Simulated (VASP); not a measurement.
A run of VASP 6.6.1 is set up as follows.

INCAR

```
PREC     = Accurate       # precision mode
ENCUT    = 600            # plane-wave cutoff, eV
EDIFF    = 1E-6           # SCF threshold, eV
ISMEAR   = -1             # smearing method
SIGMA    = 0.05           # smearing width, eV
LREAL    = False          # projectors in reciprocal space
LASPH    = True           # aspherical terms in the spheres
NELM     = 200            # most SCF steps
ALGO     = Normal         # electronic algorithm
ISIF     = 2              # what is computed and relaxed
LWAVE    = False          # write WAVECAR
LCHARG   = False          # write CHGCAR
ISPIN    = 2              # spin polarisation
MAGMOM   = 0 0            # initial moments
LORBIT   = 11             # projections on sites
NUPDOWN  = 0.0            # fixed moment
LMAXMIX  = 4              # l up to which the mixer works
GGA      = PE             # functional
NBANDS   = 22             # bands
GGA_COMPAT= False
```

Contents of KPOINTS:

```
regular mesh
0
Gamma
  9 9 9
```

Contents of POSCAR:

```
CoO
1.0
    1.6022198417      0.9250420569      2.5664708903
   -1.6022198417      0.9250420569      2.5664708903
    0.0000000000     -1.8500841138      2.5664708903
Co O
1 1
Direct
    0.9989783200      0.9989783200      0.9989783200
    0.7510210300      0.7510210300      0.7510210300
```

Potentials or basis: VASP PAW PBE potentials, release 64 (Co_sv, O).

Command:

```bash
$ cat potpaw_PBE.64/Co_sv/POTCAR potpaw_PBE.64/O/POTCAR > POTCAR
$ mpirun -np 1 vasp_std > vasp.out
```

Question: Estimate the pressure.

Answer: -15.7 GPa.

Question: Estimate the largest force.

Answer: 0.198 eV/Å.

Forces on the atoms (eV/Å):
```
Co   0.000  0.000  0.198
O    0.000  0.000 -0.198
```

Caveat: the total moment is fixed, so each spin has its own Fermi level.
